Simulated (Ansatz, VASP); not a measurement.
Rb: VASP beside Ansatz

```
Rb
1.0
    -2.72182    2.72182    2.72182
     2.72182   -2.72182    2.72182
     2.72182    2.72182   -2.72182
Rb
1
Cartesian
  0.0000 0.0000 0.0000
```

Change from the starting cell: strain -0.030 along x and y, -0.030 along z, atoms carried along.

Alike in both runs: task single point; functional PBEsol; k mesh 12 × 12 × 12; occupations gaussian, width 0.15 eV; no spin polarisation.

|  | VASP | Ansatz |
| --- | --- | --- |
| version | VASP 6.6.1 | Ansatz 0.2.0 |
| potentials or method | VASP PAW PBE potentials, release 64 (Rb_sv), cutoff 520 eV | scalar-relativistic, plane waves, PAW |
| valence electrons in the cell | 9 | 9 |

```csv
,VASP,Ansatz,Ansatz less VASP
gap on the k mesh at the Fermi level (eV),none,none,-
pressure (GPa),0.2,0.2,0.00
```

VASP's potentials were made for PBE, not for PBEsol. A gap of «none» marks a metal or a gap that the smearing closes. With one functional, cell and mesh, what is left measures potentials, basis and numerics.
